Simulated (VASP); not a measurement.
Input of a VASP 6.6.1 run:

INCAR

```
  PREC = Accurate
  ENCUT = 520
  EDIFF = 1E-7
  ISMEAR = 1
  SIGMA = 0.1
  LREAL = F
  LASPH = T
  NELM = 80
  ALGO = Normal
  ISIF = 2
  LWAVE = F
  LCHARG = T
  GGA = PE
  LELF = T
  LVHAR = T
  NBANDS = 16
```

Contents of KPOINTS:

```
Automatic mesh
0
Gamma
  8 8 8
```

POSCAR

```
Al2Au
1.0
    0.0000000000      3.0779567040      3.0779567040
    3.0779567040      0.0000000000      3.0779567040
    3.0779567040      3.0779567040      0.0000000000
Al Au
2 1
Direct
    0.2500000000      0.2500000000      0.2500000000
    0.7500000000      0.7500000000      0.7500000000
    0.0000000000      0.0000000000      0.0000000000
```

Potentials or basis: VASP PAW PBE potentials, release 64 (Al, Au).

Run with:

```bash
$ cat potpaw_PBE.64/Al/POTCAR potpaw_PBE.64/Au/POTCAR > POTCAR
$ mpirun -np 1 vasp_std > vasp.out
```

Q: Predict the pressure.

A: -4.5 GPa.
